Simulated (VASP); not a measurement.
# Ag (Fmmm) in VASP: further runs

The runs below take Ag through single point, with PBEsol.

Program: VASP 6.6.1. These are calculated values, not measurements. Logs are shortened: lines on timing, memory, paths and dates and some standing lists are left out, and cuts for length are marked.

### Step 1. The cell of the first run

The structure is orthorhombic, space group Fmmm (No. 69). Conventional cell: a = 3.983 Å, b = 4.054 Å, c = 4.125 Å, α = 90.00°, β = 90.00°, γ = 90.00°. Within 3.7 Å of Ag (site symmetry mmm) lie 12 Ag at 2.84 to 2.89 Å.

### Step 2. Single point, PBEsol (strain +0.0175 x Voigt [1, -1, 0, 0, 0, 0])

The input, INCAR:

```
PREC     = Accurate       # precision mode
ENCUT    = 520            # plane-wave cutoff, eV
EDIFF    = 1E-7           # SCF threshold, eV
ISMEAR   = 0              # smearing method
SIGMA    = 0.15           # smearing width, eV
LREAL    = F              # projectors in reciprocal space
LASPH    = T              # aspherical terms in the spheres
NELM     = 60             # most SCF steps
ALGO     = Fast           # electronic algorithm
ISIF     = 2              # what is computed and relaxed
LWAVE    = F              # write WAVECAR
LCHARG   = F              # write CHGCAR
GGA      = PS             # functional
NBANDS   = 12             # bands
```

The input, KPOINTS:

```
Automatic mesh
0
Gamma
  26 26 26
```

The input, POSCAR:

```
Ag
1.0
    0.0000000000      1.9917309114      2.0272070345
    2.0626831576      0.0000000000      2.0272070345
    2.0626831576      1.9917309114      0.0000000000
Ag
1
Direct
    0.0000000000      0.0000000000      0.0000000000
```

Potentials or basis: VASP PAW PBE potentials, release 64 (Ag).

Command:

```bash
$ cat potpaw_PBE.64/Ag/POTCAR > POTCAR
$ mpirun -np 1 vasp_std > vasp.out
```

OUTCAR:

```text
PREC = Accurate
   ENCUT = 520
   EDIFF = 1E-7
   ISMEAR = 0
   LREAL = F
   LASPH = T
   NELM = 60
   ISIF = 2
   GGA = PS

 ion  position               nearest neighbor table
   1  0.000  0.000  0.000-

  LATTYP: Found a face centered orthorhombic cell.
 ALAT       =     3.9834618228
 B/A-ratio  =     1.0178117048
 C/A-ratio  =     1.0356234097

  Lattice vectors:

 A1 = (  -2.0626831576,   0.0000000000,  -2.0272070345)
 A2 = (  -2.0626831576,   1.9917309114,   0.0000000000)
 A3 = (   0.0000000000,   1.9917309114,  -2.0272070345)

Analysis of symmetry for initial positions (statically):
=====================================================================
 Subroutine PRICEL returns:
 Original cell was already a primitive cell.

 Routine SETGRP: Setting up the symmetry group for a
 face centered orthorhombic supercell.

 Subroutine GETGRP returns: Found  8 space group operations
 (whereof  8 operations were pure point group operations)
 out of a pool of  8 trial point group operations.

The static configuration has the point symmetry D_2h.

Analysis of symmetry for dynamics (positions and initial velocities):
=====================================================================
 Subroutine PRICEL returns:
 Original cell was already a primitive cell.

 Routine SETGRP: Setting up the symmetry group for a
 face centered orthorhombic supercell.

 Subroutine GETGRP returns: Found  8 space group operations
 (whereof  8 operations were pure point group operations)
 out of a pool of  8 trial point group operations.

The dynamic configuration has the point symmetry D_2h.

 Subroutine INISYM returns: Found  8 space group operations
 (whereof  8 operations are pure point group operations),
 and found     1 'primitive' translations

----------------------------------------------------------------------------------------

                                     Primitive cell

  volume of cell :      16.6568

  direct lattice vectors                    reciprocal lattice vectors
     0.000000000  1.991730911  2.027207034    -0.242402716  0.251037927  0.246644764
     2.062683158  0.000000000  2.027207034     0.242402716 -0.251037927  0.246644764
     2.062683158  1.991730911  0.000000000     0.242402716  0.251037927 -0.246644764

  length of vectors
     2.841928990  2.892097884  2.867342643     0.427332139  0.427332139  0.427332139

  position of ions in fractional coordinates (direct lattice)
     0.000000000  0.000000000  0.000000000

  ion indices of the primitive-cell ions
   primitive index   ion index
                 1           1

----------------------------------------------------------------------------------------

 KPOINTS: Automatic mesh

Automatic generation of k-mesh.
 Grid dimensions read from file:
 generate k-points for:   26   26   26

 Generating k-lattice:

  Cartesian coordinates                     Fractional coordinates (reciprocal lattice)
    -0.009323181  0.009655305  0.009486337     0.038461538  0.000000000 -0.000000000
     0.009323181 -0.009655305  0.009486337     0.000000000  0.038461538  0.000000000
     0.009323181  0.009655305 -0.009486337    -0.000000000  0.000000000  0.038461538

  Length of vectors
     0.016435852  0.016435852  0.016435852

  Shift w.r.t. Gamma in fractional coordinates (k-lattice)
     0.000000000  0.000000000  0.000000000

 Subroutine IBZKPT returns following result:
 ===========================================

 Found   2471 irreducible k-points:

 Following reciprocal coordinates:
            Coordinates               Weight
  0.000000  0.000000  0.000000      1.000000
  0.038462  0.000000 -0.000000      8.000000
  0.076923  0.000000 -0.000000      8.000000
  0.115385  0.000000  0.000000      8.000000
  0.153846  0.000000  0.000000      8.000000
  0.192308  0.000000  0.000000      8.000000
[... 16 lines left out ...]
  0.346154  0.038462  0.000000      8.000000
  0.384615  0.038462  0.000000      8.000000
 [... further k-points ...]
   k-points           NKPTS =   2471   k-points in BZ     NKDIM =   2471   number of bands    NBANDS=     12
   number of dos      NEDOS =    301   number of ions     NIONS =      1
   total plane-waves  NPLWV =  13824
   dimension x,y,z NGX =    24 NGY =   24 NGZ =   24
   dimension x,y,z NGXF=    48 NGYF=   48 NGZF=   48
   ions per type =               1
   NGX,Y,Z   is equivalent  to a cutoff of  14.04, 13.80, 13.91 a.u.
   NGXF,Y,Z  is equivalent  to a cutoff of  28.08, 27.59, 27.83 a.u.
 SYSTEM =  unknown system
   PREC   = accura    normal or accurate (medium, high low for compatibility)
   ISTART =      0    job   : 0-new  1-cont  2-samecut
   ICHARG =      2    charge: 1-file 2-atom 10-const
   ISPIN  =      1    spin polarized calculation?
   LNONCOLLINEAR =      F non collinear calculations
   LSORBIT =      F    spin-orbit coupling
   LASPH  =      T    aspherical Exc in radial PAW
   ENCUT  =  520.0 eV  38.22 Ry    6.18 a.u.   5.28  5.38  5.33*2*pi/ulx,y,z
   NELM   =     60;   NELMIN=  2; NELMDL= -5     # of ELM steps
   EDIFF  = 0.1E-06   stopping-criterion for ELM
   LREAL  =      F    real-space projection
   EDIFFG = 0.1E-05   stopping-criterion for IOM
   NSW    =      0    number of steps for IOM
   IBRION =     -1    ionic relax: 0-MD 1-quasi-New 2-CG
   NFREE  =      0    steps in history (QN), initial steepest desc. (CG)
   ISIF   =      2    stress and relaxation
   ISYM   =      2    0-nonsym 1-usesym 2-fastsym
   POTIM  = 0.5000    time-step for ionic-motion
   TEBEG  =    0.0;   TEEND  =   0.0 temperature during run
   PSTRESS=    0.0 pullay stress
   NELECT =      11.0000    total number of electrons
   NUPDOWN=      -1.0000    fix difference up-down
   EMIN   =  10.00;   EMAX   =-10.00  energy-range for DOS
   EFERMI =   0.00;   METHOD = LEGACY
   ISMEAR =     0;   SIGMA  =   0.15  broadening in eV -4-tet -1-fermi 0-gaus
   EFERMI_NEDOS =   21; number of points for ismear=-14 and -15
   IALGO  =     68    algorithm
   IMIX   =      4    mixing-type and parameters
     AMIX     =   0.40;   BMIX     =  1.00
     AMIX_MAG =   1.60;   BMIX_MAG =  1.00
  volume/ion in A,a.u.               =      16.66       112.41
  Fermi-wavevector in a.u.,A,eV,Ry     =   1.425636  2.694061 27.652995  2.032438
  Thomas-Fermi vector in A             =   2.545999
   LORBIT       =      0    0 simple, 1 ext, 2 COOP (PROOUT), +10 PAW based schemes
   GGA     = PS    functional components
   LHFCALC =     F    Hartree Fock is set to
   AEXX    =    0.0000 exact exchange contribution
   IVDW    =     0    specifies the selected vdW correction
   LEPSILON=     F    determine dielectric tensor
   LRPA    =     F    only Hartree local field effects (RPA)
 non-spin polarized calculation
 RMM-DIIS sequential band-by-band and
 Gauss-broadening in eV      SIGMA  =   0.15
  energy-cutoff  :      520.00
  volume of cell :       16.66
 maximum number of plane-waves:       461
 NGX is ok and might be reduce to    24
   NGX = 11   NGY = 11   NGZ = 11

 number of electron      11.0000002 magnetization

 Free energy of the ion-electron system (eV)
  ---------------------------------------------------
  ext. energy  EPLUGINS =         0.00000000
  ---------------------------------------------------
  free energy    TOTEN  =        -3.31033531 eV

  energy without entropy =       -3.30793279  energy(sigma->0) =       -3.30913405

 E-fermi :   8.5915     XC(G=0): -12.5521

 val. band max:        8.5880314814   @ k =   0.5000   0.1538   0.0385
 cond. band min:       8.6005843645   @ k =  -0.2308   0.2692   0.1923
 fundamental gap:      0.0125528831
 Fermi energy:         8.5915090906

 k-point     1 :       0.0000    0.0000    0.0000
  band No.  band energies     occupation
      1       0.5553      2.00000
      2       3.5890      2.00000
      3       3.7074      2.00000
      4       3.8177      2.00000
      5       4.6861      2.00000
      6       4.8938      2.00000
      7      24.6085      0.00000
      8      28.0580      0.00000
      9      28.3020      0.00000
     10      28.5623      0.00000
     11      33.1831      0.00000
     12      34.2539      0.00000

 k-point     2 :       0.0385    0.0000   -0.0000
  band No.  band energies     occupation
      1       0.6028      2.00000
      2       3.5946      2.00000
      3       3.7124      2.00000
      4       3.8225      2.00000
      5       4.6819      2.00000
      6       4.8870      2.00000
      7      24.6266      0.00000
      8      27.8023      0.00000
      9      28.2232      0.00000
     10      28.5050      0.00000
     11      33.3803      0.00000
     12      34.2226      0.00000

 k-point     3 :       0.0769    0.0000   -0.0000
  band No.  band energies     occupation
      1       0.7431      2.00000
      2       3.6003      2.00000
      3       3.7289      2.00000
      4       3.8451      2.00000
      5       4.6720      2.00000
      6       4.8687      2.00000
      7      24.6361      0.00000
      8      26.8795      0.00000
      9      28.2600      0.00000
     10      28.5437      0.00000
     11      33.0373      0.00000
     12      34.1830      0.00000
[... 286 lines left out ...]
 k-point    23 :       0.3462    0.0385    0.0000
  band No.  band energies     occupation
      1       2.1621      2.00000
      2       3.7304      2.00000
      3       3.9185      2.00000
      4       4.7803      2.00000
      5       5.3107      2.00000
      6       5.5066      2.00000
      7      16.6806      0.00000
      8      24.5063      0.00000
      9      26.8873      0.00000
     10      28.2069      0.00000
     11      31.2409      0.00000
     12      32.0951      0.00000

 k-point    24 :       0.3846    0.0385    0.0000
  band No.  band energies     occupation
      1       2.1327      2.00000
      2       3.6781      2.00000
      3       3.8674      2.00000
      4       5.1023      2.00000
      5       5.4412      2.00000
      6       6.1318      2.00000
      7      15.2907      0.00000
      8      24.2207      0.00000
      9      26.6140      0.00000
     10      27.6262      0.00000
     11      31.4093      0.00000
     12      32.1321      0.00000

 [... further k-points ...]
[... 5 lines left out ...]
  --------------------------------------------------------------------------------------
  -------------------------------------------------------------------------------------
  Total       -0.1118055      0.0465493     -0.0169388      0.0000000      0.0000000      0.0000000
  in kB      -10.7543056      4.4774695     -1.6293025      0.0000000      0.0000000      0.0000000
  external PRESSURE =      -2.6353795 kB  Pullay stress =       0.0000000 kB

 VOLUME and BASIS-vectors are now :
 -----------------------------------------------------------------------------
  energy-cutoff  :      520.00
  volume of cell :       16.66
      direct lattice vectors                 reciprocal lattice vectors
     0.000000000  1.991730911  2.027207034    -0.242402716  0.251037927  0.246644764
     2.062683158  0.000000000  2.027207034     0.242402716 -0.251037927  0.246644764
     2.062683158  1.991730911  0.000000000     0.242402716  0.251037927 -0.246644764

 POSITION                                       TOTAL-FORCE (eV/Angst)
 -----------------------------------------------------------------------------------
      0.00000      0.00000      0.00000        -0.000000      0.000000     -0.000000
 -----------------------------------------------------------------------------------
    total drift:                               -0.000000      0.000000     -0.000000

  FREE ENERGIE OF THE ION-ELECTRON SYSTEM (eV)
  ---------------------------------------------------
  free  energy   TOTEN  =        -3.3103353056 eV

  energy  without entropy=       -3.3079327893  energy(sigma->0) =       -3.30913405
```

Wall time 4.7 min (1 thread of Intel Xeon Platinum 8259CL at 2.50GHz (Skylake/Cascade Lake), shared host); peak memory 0.55 GiB.

Results:

| Item | Value |
| --- | --- |
| Free energy | -3.3103 eV |
| Pressure | -0.3 GPa |
| Band gap on the k mesh | zero (an odd number of electrons rules out a gap without spin polarisation) |

Stress tensor (GPa, compression positive):
```
-1.08  0.00  0.00
 0.00  0.45  0.00
 0.00  0.00 -0.16
```

Levels at points of the mesh, in eV from the Fermi level:
```csv
k point,band 1,band 2,band 3,band 4,band 5,band 6,band 7,band 8,band 9,band 10
"(0.00, 0.00, 0.00)",-8.04,-5.00,-4.88,-4.77,-3.91,-3.70,16.02,19.47,19.71,19.97
"(0.50, 0.00, 0.00)",-6.57,-5.01,-4.82,-3.01,-2.92,-0.55,3.69,15.18,17.70,18.42
"(0.50, 0.50, 0.00)",-6.61,-6.45,-3.00,-2.84,-2.67,1.49,6.87,10.67,10.73,17.42
"(0.50, 0.00, 0.50)",-6.61,-6.46,-3.00,-2.79,-2.69,1.80,7.31,10.36,10.39,17.11
"(0.00, 0.50, 0.50)",-6.62,-6.46,-2.99,-2.80,-2.72,1.19,6.44,10.99,11.03,17.71
```

Caveat: the cell differs from its parent crystal (strain +0.0175 x Voigt [1, -1, 0, 0, 0, 0]); the PAW data sets were made with another functional, which shifts forces and pressure a little.

### Step 3. Single point, PBEsol (strain +0.0125 x Voigt [1, -1, 0, 0, 0, 0])

The input, INCAR:

```
ALGO = Fast
EDIFF = 1E-6
ENCUT = 520
GGA = PS
ISIF = 2
ISMEAR = 0
LASPH = True
LCHARG = False
LREAL = False
LWAVE = False
NBANDS = 12
NELM = 60
PREC = Accurate
SIGMA = 0.15
```

The input, KPOINTS:

```
k-points
0
Gamma
  26 26 26
```

The input, POSCAR:

```
Ag
1.0
    0.0000000000      2.0018669466      2.0272070345
    2.0525471224      0.0000000000      2.0272070345
    2.0525471224      2.0018669466      0.0000000000
Ag
1
Direct
    0.0000000000      0.0000000000      0.0000000000
```

Potentials or basis: VASP PAW PBE potentials, release 64 (Ag).

Command:

```bash
$ cat potpaw_PBE.64/Ag/POTCAR > POTCAR
$ mpirun -np 1 vasp_std > vasp.out
```

Run time: 5 min. Hardware: 1 thread of Intel Xeon Platinum 8259CL at 2.50GHz (Skylake/Cascade Lake), shared host; peak memory 0.56 GiB.

Results (log left out):

```yaml
Free_energy: -3.3110 eV
Pressure: -0.2 GPa
Band_gap_on_the_k_mesh: zero (an odd number of electrons rules out a gap without spin polarisation)
```

Stress tensor (GPa, compression positive):
```
-0.73  0.00  0.00
 0.00  0.38  0.00
 0.00  0.00 -0.11
```

Levels at points of the mesh, in eV from the Fermi level:
| k point | band 1 | band 2 | band 3 | band 4 | band 5 | band 6 | band 7 | band 8 | band 9 | band 10 |
| --- | --- | --- | --- | --- | --- | --- | --- | --- | --- | --- |
| (0.00, 0.00, 0.00) | -8.04 | -4.97 | -4.89 | -4.81 | -3.88 | -3.73 | 16.01 | 19.53 | 19.71 | 19.89 |
| (0.50, 0.00, 0.00) | -6.57 | -4.98 | -4.84 | -3.00 | -2.94 | -0.55 | 3.68 | 15.21 | 17.78 | 18.29 |
| (0.50, 0.50, 0.00) | -6.61 | -6.46 | -3.00 | -2.81 | -2.69 | 1.49 | 6.87 | 10.67 | 10.71 | 17.41 |
| (0.50, 0.00, 0.50) | -6.61 | -6.46 | -3.00 | -2.78 | -2.71 | 1.71 | 7.18 | 10.45 | 10.47 | 17.20 |
| (0.00, 0.50, 0.50) | -6.62 | -6.46 | -2.99 | -2.79 | -2.73 | 1.27 | 6.56 | 10.90 | 10.93 | 17.62 |

Caveat: the cell differs from its parent crystal (strain +0.0125 x Voigt [1, -1, 0, 0, 0, 0]); the PAW data sets were made with another functional, which shifts forces and pressure a little.
